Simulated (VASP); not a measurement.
Write the native input for VASP 6.6.1 that does the following.

```
Task                   : single point
Functional             : LDA
Potentials or basis    : VASP PAW LDA potentials, release 64 (Sr_sv)
Cutoff                 : 520 eV
k mesh                 : 8 × 8 × 8
Occupations            : fermi-dirac, width 0.05 eV
Spin                   : no spin polarisation
Dipole correction      : no
Further INCAR settings : ALGO = Normal; EDIFF = 1e-06; NBANDS = 11
```

The structure of Sr lies in POSCAR:

```
Sr
1.0
    0.0000000000      3.0423500000      3.0423500000
    3.0423500000      0.0000000000      3.0423500000
    3.0423500000      3.0423500000      0.0000000000
Sr
1
Direct
    0.0000000000      0.0000000000      0.0000000000
```

One way to write it, as run:

INCAR

```
PREC = Accurate ; ENCUT = 520
EDIFF = 1E-6 ; ISMEAR = -1
SIGMA = 0.05 ; LREAL = F
LASPH = T ; NELM = 60
ALGO = Normal ; ISIF = 2
LWAVE = F ; LCHARG = F
NBANDS = 11
```

KPOINTS

```
regular mesh
0
Gamma
  8 8 8
```

Potentials or basis: VASP PAW LDA potentials, release 64 (Sr_sv).

Command:

```bash
$ cat potpaw_LDA.64/Sr_sv/POTCAR > POTCAR
$ mpirun -np 1 vasp_std > vasp.out
```

It gave:

```yaml
Pressure: -1.6 GPa
Band_gap_on_the_k_mesh: zero (band 5 reaches 1.42 eV, above the bottom of band 6 at 1.39 eV)
```

Wall time 6.9 s on 1 thread of Intel(R) Xeon(R) Platinum 8375C CPU @ 2.90GHz (Ice Lake), on a shared host, peak memory 0.15 GiB.
